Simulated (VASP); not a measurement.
# GaN (F-43m) in VASP: further runs, part 2 of 2

VASP 6.6.1. Earlier steps stand in the parts before.

### 3 Single point, LDA

Input file INCAR:

```
SYSTEM = GaN
  PREC = Accurate
  ENCUT = 600
  EDIFF = 1E-6
  ISMEAR = 0
  SIGMA = 0.01
  LREAL = .FALSE.
  LASPH = .TRUE.
  NELM = 120
  ALGO = Normal
  ISIF = 2
  LWAVE = .FALSE.
  LCHARG = .FALSE.
  NBANDS = 16
  GGA_COMPAT = .FALSE.
```

Input file KPOINTS:

```
Automatic mesh
0
G
  8 8 8
  0 0 0
```

Input file POSCAR:

```
GaN
1.0
    0.0000000000      2.2535005000      2.2535005000
    2.2535005000      0.0000000000      2.2535005000
    2.2535005000      2.2535005000      0.0000000000
Ga N
1 1
Direct
    0.0000000000      0.0000000000      0.0000000000
    0.2500000000      0.2500000000      0.2500000000
```

Potentials or basis: VASP PAW LDA potentials, release 64 (Ga_d, N).

On the command line:

```sh
$ cat potpaw_LDA.64/Ga_d/POTCAR potpaw_LDA.64/N/POTCAR > POTCAR
$ mpirun -np 1 vasp_std > vasp.out
```

OUTCAR:

```text
SYSTEM = GaN
   PREC = Accurate
   ENCUT = 600
   EDIFF = 1E-6
   ISMEAR = 0
   LREAL = .FALSE.
   LASPH = .TRUE.
   NELM = 120
   ISIF = 2

 ion  position               nearest neighbor table
   1  0.000  0.000  0.000-   2 1.95   2 1.95   2 1.95   2 1.95
   2  0.250  0.250  0.250-   1 1.95   1 1.95   1 1.95   1 1.95

  LATTYP: Found a face centered cubic cell.
 ALAT       =     4.5070010000

  Lattice vectors:

 A1 = (   0.0000000000,   2.2535005000,   2.2535005000)
 A2 = (   2.2535005000,   0.0000000000,   2.2535005000)
 A3 = (   2.2535005000,   2.2535005000,   0.0000000000)

Analysis of symmetry for initial positions (statically):
=====================================================================
 Subroutine PRICEL returns:
 Original cell was already a primitive cell.

 Routine SETGRP: Setting up the symmetry group for a
 face centered cubic supercell.

 Subroutine GETGRP returns: Found 24 space group operations
 (whereof 24 operations were pure point group operations)
 out of a pool of 48 trial point group operations.

The static configuration has the point symmetry T_d .

Analysis of symmetry for dynamics (positions and initial velocities):
=====================================================================
 Subroutine PRICEL returns:
 Original cell was already a primitive cell.

 Routine SETGRP: Setting up the symmetry group for a
 face centered cubic supercell.

 Subroutine GETGRP returns: Found 24 space group operations
 (whereof 24 operations were pure point group operations)
 out of a pool of 48 trial point group operations.

The dynamic configuration has the point symmetry T_d .

 Subroutine INISYM returns: Found 24 space group operations
 (whereof 24 operations are pure point group operations),
 and found     1 'primitive' translations

----------------------------------------------------------------------------------------

                                     Primitive cell

  volume of cell :      22.8877
[... 103 lines left out ...]
   EFERMI =   0.00;   METHOD = LEGACY
   ISMEAR =     0;   SIGMA  =   0.01  broadening in eV -4-tet -1-fermi 0-gaus
   EFERMI_NEDOS =   21; number of points for ismear=-14 and -15
   IALGO  =     38    algorithm
   IMIX   =      4    mixing-type and parameters
     AMIX     =   0.40;   BMIX     =  1.00
     AMIX_MAG =   1.60;   BMIX_MAG =  1.00
  volume/ion in A,a.u.               =      11.44        77.23
  Fermi-wavevector in a.u.,A,eV,Ry     =   1.511117  2.855597 31.068546  2.283474
  Thomas-Fermi vector in A             =   2.621217
   LORBIT       =      0    0 simple, 1 ext, 2 COOP (PROOUT), +10 PAW based schemes
   GGA     = CA    functional components
   LHFCALC =     F    Hartree Fock is set to
   AEXX    =    0.0000 exact exchange contribution
   IVDW    =     0    specifies the selected vdW correction
   LEPSILON=     F    determine dielectric tensor
   LRPA    =     F    only Hartree local field effects (RPA)
 non-spin polarized calculation
 Gauss-broadening in eV      SIGMA  =   0.01
  energy-cutoff  :      600.00
  volume of cell :       22.89
 maximum number of plane-waves:       778
 NGX is ok and might be reduce to    28
   NGX = 13   NGY = 13   NGZ = 13

 number of electron      18.0000005 magnetization

 Free energy of the ion-electron system (eV)
  ---------------------------------------------------
  ext. energy  EPLUGINS =         0.00000000
  ---------------------------------------------------
  free energy    TOTEN  =       -13.93287360 eV

  energy without entropy =      -13.93287360  energy(sigma->0) =      -13.93287360

 E-fermi :   5.1672     XC(G=0): -12.1182

 val. band max:        5.0309420001   @ k =   0.0000   0.0000   0.0000
 cond. band min:       6.7782907100   @ k =   0.0000   0.0000   0.0000
 fundamental gap:      1.7473487099
 Fermi energy:         5.1672291375

 k-point     1 :       0.0000    0.0000    0.0000
  band No.  band energies     occupation
      1     -10.7723      2.00000
      2      -8.5230      2.00000
      3      -8.5230      2.00000
      4      -8.5230      2.00000
      5      -8.2050      2.00000
      6      -8.2050      2.00000
[... 433 lines left out ...]
      3      -8.3573      2.00000
      4      -8.2254      2.00000
      5      -8.1719      2.00000
      6      -6.4845      2.00000
[... 8 lines left out ...]
     15      23.6681      0.00000
     16      25.9211      0.00000

 [... further k-points ...]
[... 5 lines left out ...]
  --------------------------------------------------------------------------------------
  -------------------------------------------------------------------------------------
  Total       -0.7995705     -0.7995705     -0.7995705     -0.0000000      0.0000000     -0.0000000
  in kB      -55.9711689    -55.9711689    -55.9711689     -0.0000000      0.0000000     -0.0000000
  external PRESSURE =     -55.9711689 kB  Pullay stress =       0.0000000 kB

 VOLUME and BASIS-vectors are now :
 -----------------------------------------------------------------------------
  energy-cutoff  :      600.00
  volume of cell :       22.89
      direct lattice vectors                 reciprocal lattice vectors
     0.000000000  2.253500500  2.253500500    -0.221877031  0.221877031  0.221877031
     2.253500500  0.000000000  2.253500500     0.221877031 -0.221877031  0.221877031
     2.253500500  2.253500500  0.000000000     0.221877031  0.221877031 -0.221877031

 POSITION                                       TOTAL-FORCE (eV/Angst)
 -----------------------------------------------------------------------------------
      0.00000      0.00000      0.00000         0.000000      0.000000      0.000000
      1.12675      1.12675      1.12675        -0.000000     -0.000000     -0.000000
 -----------------------------------------------------------------------------------
    total drift:                                0.000000      0.000000      0.000000

  FREE ENERGIE OF THE ION-ELECTRON SYSTEM (eV)
  ---------------------------------------------------
  free  energy   TOTEN  =       -13.9328735996 eV

  energy  without entropy=      -13.9328735996  energy(sigma->0) =      -13.93287360
```

Run time: 10 s. Hardware: 1 thread of Intel Xeon Platinum 8488C (Sapphire Rapids), shared host; peak memory 0.14 GiB.

Results:

| Quantity | Value |
| --- | --- |
| Free energy | -13.9329 eV |
| Pressure | -5.6 GPa |
| Band gap on the k mesh | 1.75 eV |

Caveat: the cell stands under tension.

### 4 Single point, LDA

Input file INCAR:

```
PREC = Accurate ; ENCUT = 600
EDIFF = 1E-6 ; ISMEAR = 0
SIGMA = 0.01 ; LREAL = False
LASPH = True ; NELM = 120
ALGO = Normal ; ISIF = 2
LWAVE = False ; LCHARG = True
LELF = True ; LVHAR = True
NBANDS = 16 ; GGA_COMPAT = False
```

Input file KPOINTS:

```
regular mesh
0
Gamma
  8 8 8
```

POSCAR is that of step 3.

On the command line:

```sh
$ cat potpaw_LDA.64/Ga_d/POTCAR potpaw_LDA.64/N/POTCAR > POTCAR
$ mpirun -np 1 vasp_std > vasp.out
```

Wall time 10 s (1 thread of Intel Xeon Platinum 8488C (Sapphire Rapids), shared host); peak memory 0.14 GiB.

The run converged. Its results:

* Free energy: -13.9329 eV
* Pressure: -5.6 GPa
* Band gap on the k mesh: 1.75 eV

Levels at points of the mesh, in eV from the valence-band top:
| k point | band 5 | band 6 | band 7 | band 8 | band 9 | band 10 | band 11 | band 12 | band 13 | band 14 |
| --- | --- | --- | --- | --- | --- | --- | --- | --- | --- | --- |
| (0.00, 0.00, 0.00) | -13.24 | -13.24 | 0.00 | 0.00 | 0.00 | 1.75 | 10.11 | 10.11 | 10.11 | 17.31 |
| (0.50, 0.00, 0.00) | -13.19 | -11.85 | -7.12 | -0.98 | -0.98 | 4.54 | 8.60 | 10.20 | 10.20 | 15.39 |
| (0.50, 0.50, 0.00) | -13.16 | -11.37 | -6.20 | -2.73 | -2.73 | 3.25 | 6.48 | 11.50 | 13.76 | 13.76 |

Caveat: the cell stands under tension.
